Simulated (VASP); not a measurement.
# LaB6 (Pm-3m) in VASP: single point with PBE

Aim: the single point of LaB6 with PBE.

Everything below comes from runs of VASP 6.6.1. Logs are shortened: lines on timing, memory, paths and dates and some standing lists are left out, and cuts for length are marked.

## (1) The cell of the first run

It takes space group Pm-3m (No. 221, cubic). The conventional cell has a = 4.157 Å, b = 4.157 Å, c = 4.157 Å, α = 90.00°, β = 90.00°, γ = 90.00°. Within 4.0 Å of La (site symmetry m-3m) lie 24 B at 3.07 Å. B (site symmetry 4mm) has 5 B at 1.69 to 1.76 Å within 2.3 Å.

## (2) Single point, PBE

The input, INCAR:

```
ALGO     = Normal         # electronic algorithm
EDIFF    = 1E-6           # SCF threshold, eV
ENCUT    = 500            # plane-wave cutoff, eV
GGA      = PE             # functional
GGA_COMPAT= F            
ISIF     = 2              # what is computed and relaxed
ISMEAR   = 0              # smearing method
LASPH    = T              # aspherical terms in the spheres
LCHARG   = F              # write CHGCAR
LMAXMIX  = 6              # l up to which the mixer works
LREAL    = F              # projectors in reciprocal space
LWAVE    = F              # write WAVECAR
NBANDS   = 24             # bands
NELM     = 200            # most SCF steps
PREC     = Accurate       # precision mode
SIGMA    = 0.1            # smearing width, eV
```

The input, KPOINTS:

```
k-points
0
Gamma
  4 4 4
```

The input, POSCAR:

```
LaB6
1.0
    4.1569950254      0.0000000000      0.0000000000
    0.0000000000      4.1569950254      0.0000000000
    0.0000000000      0.0000000000      4.1569950254
La B
1 6
Direct
    0.0000000000      0.0000000000      0.0000000000
    0.2117000000      0.5000000000      0.5000000000
    0.7883000000      0.5000000000      0.5000000000
    0.5000000000      0.5000000000      0.2117000000
    0.5000000000      0.5000000000      0.7883000000
    0.5000000000      0.2117000000      0.5000000000
    0.5000000000      0.7883000000      0.5000000000
```

Potentials or basis: VASP PAW PBE potentials, release 64 (La, B).

The run is started by

```console
cat potpaw_PBE.64/La/POTCAR potpaw_PBE.64/B/POTCAR > POTCAR
mpirun -np 1 vasp_std > vasp.out
```

OUTCAR:

```text
EDIFF = 1E-6
   ENCUT = 500
   GGA = PE
   ISIF = 2
   ISMEAR = 0
   LASPH = T
   LREAL = F
   NELM = 200
   PREC = Accurate

 ion  position               nearest neighbor table
   1  0.000  0.000  0.000-
   2  0.212  0.500  0.500-   4 1.69   5 1.69   6 1.69   7 1.69   3 1.76
   3  0.788  0.500  0.500-   4 1.69   5 1.69   6 1.69   7 1.69   2 1.76
   4  0.500  0.500  0.212-   2 1.69   3 1.69   6 1.69   7 1.69   5 1.76
   5  0.500  0.500  0.788-   2 1.69   3 1.69   6 1.69   7 1.69   4 1.76
   6  0.500  0.212  0.500-   2 1.69   3 1.69   4 1.69   5 1.69   7 1.76
   7  0.500  0.788  0.500-   2 1.69   3 1.69   4 1.69   5 1.69   6 1.76

  LATTYP: Found a simple cubic cell.
 ALAT       =     4.1569950254

  Lattice vectors:

 A1 = (   4.1569950254,   0.0000000000,   0.0000000000)
 A2 = (   0.0000000000,   4.1569950254,   0.0000000000)
 A3 = (   0.0000000000,   0.0000000000,   4.1569950254)

Analysis of symmetry for initial positions (statically):
=====================================================================
 Subroutine PRICEL returns:
 Original cell was already a primitive cell.

 Routine SETGRP: Setting up the symmetry group for a
 simple cubic supercell.

 Subroutine GETGRP returns: Found 48 space group operations
 (whereof 48 operations were pure point group operations)
 out of a pool of 48 trial point group operations.

The static configuration has the point symmetry O_h .

Analysis of symmetry for dynamics (positions and initial velocities):
=====================================================================
 Subroutine PRICEL returns:
 Original cell was already a primitive cell.

 Routine SETGRP: Setting up the symmetry group for a
 simple cubic supercell.

 Subroutine GETGRP returns: Found 48 space group operations
 (whereof 48 operations were pure point group operations)
 out of a pool of 48 trial point group operations.

The dynamic configuration has the point symmetry O_h .

 Subroutine INISYM returns: Found 48 space group operations
 (whereof 48 operations are pure point group operations),
 and found     1 'primitive' translations

----------------------------------------------------------------------------------------

                                     Primitive cell

  volume of cell :      71.8354

  direct lattice vectors                    reciprocal lattice vectors
     4.156995025  0.000000000  0.000000000     0.240558383  0.000000000  0.000000000
     0.000000000  4.156995025  0.000000000     0.000000000  0.240558383  0.000000000
     0.000000000  0.000000000  4.156995025     0.000000000  0.000000000  0.240558383

  length of vectors
     4.156995025  4.156995025  4.156995025     0.240558383  0.240558383  0.240558383

  position of ions in fractional coordinates (direct lattice)
     0.000000000  0.000000000  0.000000000
     0.211700000  0.500000000  0.500000000
     0.788300000  0.500000000  0.500000000
     0.500000000  0.500000000  0.211700000
     0.500000000  0.500000000  0.788300000
     0.500000000  0.211700000  0.500000000
     0.500000000  0.788300000  0.500000000

  ion indices of the primitive-cell ions
   primitive index   ion index
                 1           1
                 2           2
                 3           3
                 4           4
                 5           5
                 6           6
                 7           7

----------------------------------------------------------------------------------------

 KPOINTS: k-points

Automatic generation of k-mesh.
 Grid dimensions read from file:
 generate k-points for:    4    4    4

 Generating k-lattice:

  Cartesian coordinates                     Fractional coordinates (reciprocal lattice)
     0.060139596  0.000000000  0.000000000     0.250000000  0.000000000  0.000000000
     0.000000000  0.060139596  0.000000000     0.000000000  0.250000000  0.000000000
     0.000000000  0.000000000  0.060139596     0.000000000  0.000000000  0.250000000

  Length of vectors
     0.060139596  0.060139596  0.060139596

  Shift w.r.t. Gamma in fractional coordinates (k-lattice)
     0.000000000  0.000000000  0.000000000

 Subroutine IBZKPT returns following result:
 ===========================================

 Found     10 irreducible k-points:

 Following reciprocal coordinates:
            Coordinates               Weight
  0.000000  0.000000  0.000000      1.000000
  0.250000  0.000000  0.000000      6.000000
  0.500000  0.000000  0.000000      3.000000
  0.250000  0.250000  0.000000     12.000000
  0.500000  0.250000  0.000000     12.000000
  0.500000  0.500000  0.000000      3.000000
  0.250000  0.250000  0.250000      8.000000
  0.500000  0.250000  0.250000     12.000000
  0.500000  0.500000  0.250000      6.000000
  0.500000  0.500000  0.500000      1.000000
   k-points           NKPTS =     10   k-points in BZ     NKDIM =     10   number of bands    NBANDS=     24
   number of dos      NEDOS =    301   number of ions     NIONS =      7
   total plane-waves  NPLWV =  27000
   dimension x,y,z NGX =    30 NGY =   30 NGZ =   30
   dimension x,y,z NGXF=    60 NGYF=   60 NGZF=   60
   ions per type =               1   6
   NGX,Y,Z   is equivalent  to a cutoff of  12.00, 12.00, 12.00 a.u.
   NGXF,Y,Z  is equivalent  to a cutoff of  24.00, 24.00, 24.00 a.u.
 SYSTEM =  unknown system
   PREC   = accura    normal or accurate (medium, high low for compatibility)
   ISTART =      0    job   : 0-new  1-cont  2-samecut
   ICHARG =      2    charge: 1-file 2-atom 10-const
   ISPIN  =      1    spin polarized calculation?
   LNONCOLLINEAR =      F non collinear calculations
   LSORBIT =      F    spin-orbit coupling
   LASPH  =      T    aspherical Exc in radial PAW
   ENCUT  =  500.0 eV  36.75 Ry    6.06 a.u.   7.58  7.58  7.58*2*pi/ulx,y,z
   NELM   =    200;   NELMIN=  2; NELMDL= -5     # of ELM steps
   EDIFF  = 0.1E-05   stopping-criterion for ELM
   LREAL  =      F    real-space projection
   EDIFFG = 0.1E-04   stopping-criterion for IOM
   NSW    =      0    number of steps for IOM
   IBRION =     -1    ionic relax: 0-MD 1-quasi-New 2-CG
   NFREE  =      0    steps in history (QN), initial steepest desc. (CG)
   ISIF   =      2    stress and relaxation
   ISYM   =      2    0-nonsym 1-usesym 2-fastsym
   POTIM  = 0.5000    time-step for ionic-motion
   TEBEG  =    0.0;   TEEND  =   0.0 temperature during run
   PSTRESS=    0.0 pullay stress
   NELECT =      29.0000    total number of electrons
   NUPDOWN=      -1.0000    fix difference up-down
   EMIN   =  10.00;   EMAX   =-10.00  energy-range for DOS
   EFERMI =   0.00;   METHOD = LEGACY
   ISMEAR =     0;   SIGMA  =   0.10  broadening in eV -4-tet -1-fermi 0-gaus
   EFERMI_NEDOS =   21; number of points for ismear=-14 and -15
   IALGO  =     38    algorithm
   IMIX   =      4    mixing-type and parameters
     AMIX     =   0.40;   BMIX     =  1.00
     AMIX_MAG =   1.60;   BMIX_MAG =  1.00
  volume/ion in A,a.u.               =      10.26        69.25
  Fermi-wavevector in a.u.,A,eV,Ry     =   1.209933  2.286442 19.918084  1.463938
  Thomas-Fermi vector in A             =   2.345495
   LORBIT       =      0    0 simple, 1 ext, 2 COOP (PROOUT), +10 PAW based schemes
   GGA     = PE    functional components
   LHFCALC =     F    Hartree Fock is set to
   AEXX    =    0.0000 exact exchange contribution
   IVDW    =     0    specifies the selected vdW correction
   LEPSILON=     F    determine dielectric tensor
   LRPA    =     F    only Hartree local field effects (RPA)
 non-spin polarized calculation
 Gauss-broadening in eV      SIGMA  =   0.10
  energy-cutoff  :      500.00
  volume of cell :       71.84
 maximum number of plane-waves:      1856
   NGX = 15   NGY = 15   NGZ = 15

 number of electron      29.0000001 magnetization

 Free energy of the ion-electron system (eV)
  ---------------------------------------------------
  ext. energy  EPLUGINS =         0.00000000
  ---------------------------------------------------
  free energy    TOTEN  =       -48.53293753 eV

  energy without entropy =      -48.51558818  energy(sigma->0) =      -48.52426285

 E-fermi :   8.6627     XC(G=0): -11.2148

 val. band max:        8.6276728857   @ k =   0.2500   0.2500   0.0000
 cond. band min:       8.7156457559   @ k =   0.2500   0.2500   0.0000
 fundamental gap:      0.0879728702
 Fermi energy:         8.6626828084

 k-point     1 :       0.0000    0.0000    0.0000
  band No.  band energies     occupation
      1     -24.6053      2.00000
      2      -8.3153      2.00000
      3      -8.3153      2.00000
      4      -8.3153      2.00000
      5      -7.6907      2.00000
      6       0.4528      2.00000
[... 16 lines left out ...]
     23      10.4366      0.00000
     24      11.8212      0.00000

 k-point     2 :       0.2500    0.0000    0.0000
  band No.  band energies     occupation
      1     -24.5934      2.00000
      2      -8.8370      2.00000
      3      -8.2760      2.00000
      4      -8.2760      2.00000
      5      -7.1737      2.00000
      6      -1.2414      2.00000
[... 16 lines left out ...]
     23      11.1223      0.00000
     24      11.1476      0.00000

 k-point     3 :       0.5000    0.0000    0.0000
  band No.  band energies     occupation
      1     -24.5816      2.00000
      2      -9.1570      2.00000
      3      -8.2360      2.00000
      4      -8.2360      2.00000
      5      -6.8244      2.00000
      6      -2.0709      2.00000
[... 16 lines left out ...]
     23      10.5906      0.00000
     24      10.6737      0.00000
[... 136 lines left out ...]
 k-point     9 :       0.5000    0.5000    0.2500
  band No.  band energies     occupation
      1     -24.5478      2.00000
      2      -8.6565      2.00000
      3      -8.6565      2.00000
      4      -8.3856      2.00000
      5      -7.1998      2.00000
      6      -1.1937      2.00000
[... 16 lines left out ...]
     23      12.0142      0.00000
     24      12.3824      0.00000

 k-point    10 :       0.5000    0.5000    0.5000
  band No.  band energies     occupation
      1     -24.5369      2.00000
      2      -8.5848      2.00000
      3      -8.5848      2.00000
      4      -8.5848      2.00000
      5      -7.0819      2.00000
      6      -1.4863      2.00000
[... 16 lines left out ...]
     23      12.8750      0.00000
     24      12.9666      0.00000

------------------------ aborting loop because EDIFF is reached ----------------------------------------

  FORCE on cell =-STRESS in cart. coord.  units (eV):
  Direction    XX          YY          ZZ          XY          YZ          ZX
  --------------------------------------------------------------------------------------
  -------------------------------------------------------------------------------------
  Total        2.0137707      2.0137707      2.0137707     -0.0000000     -0.0000000     -0.0000000
  in kB       44.9140358     44.9140358     44.9140358     -0.0000000     -0.0000000     -0.0000000
  external PRESSURE =      44.9140358 kB  Pullay stress =       0.0000000 kB

 VOLUME and BASIS-vectors are now :
 -----------------------------------------------------------------------------
  energy-cutoff  :      500.00
  volume of cell :       71.84
      direct lattice vectors                 reciprocal lattice vectors
     4.156995025  0.000000000  0.000000000     0.240558383  0.000000000  0.000000000
     0.000000000  4.156995025  0.000000000     0.000000000  0.240558383  0.000000000
     0.000000000  0.000000000  4.156995025     0.000000000  0.000000000  0.240558383

 POSITION                                       TOTAL-FORCE (eV/Angst)
 -----------------------------------------------------------------------------------
      0.00000      0.00000      0.00000         0.000000     -0.000000      0.000000
      0.88004      2.07850      2.07850        -3.021973     -0.000000      0.000000
      3.27696      2.07850      2.07850         3.021973     -0.000000      0.000000
      2.07850      2.07850      0.88004        -0.000000     -0.000000     -3.021973
      2.07850      2.07850      3.27696         0.000000     -0.000000      3.021973
      2.07850      0.88004      2.07850        -0.000000     -3.021973      0.000000
      2.07850      3.27696      2.07850         0.000000      3.021973      0.000000
 -----------------------------------------------------------------------------------
    total drift:                                0.000000      0.000000      0.000000

  FREE ENERGIE OF THE ION-ELECTRON SYSTEM (eV)
  ---------------------------------------------------
  free  energy   TOTEN  =       -48.5329375260 eV

  energy  without entropy=      -48.5155881838  energy(sigma->0) =      -48.52426285
```

Run time: 56 s. Hardware: 1 thread of AMD EPYC 7R13, shared host; peak memory 0.15 GiB.

Results:

```yaml
Free_energy: -48.5329 eV
Pressure: 4.5 GPa
Largest_force: 3.022 eV/Å
```

Forces on the atoms (eV/Å):
```
La   0.000  0.000  0.000
B   -3.022  0.000  0.000
B    3.022  0.000  0.000
B    0.000  0.000 -3.022
B    0.000  0.000  3.022
B    0.000 -3.022  0.000
B    0.000  3.022  0.000
```

Caveat: the k points lie up to 0.38 Å⁻¹ apart; spin-orbit coupling is left out, which moves the levels of the heavy elements; forces of over 1 eV/Å act on the atoms, so gaps and moduli don't describe the material at rest.
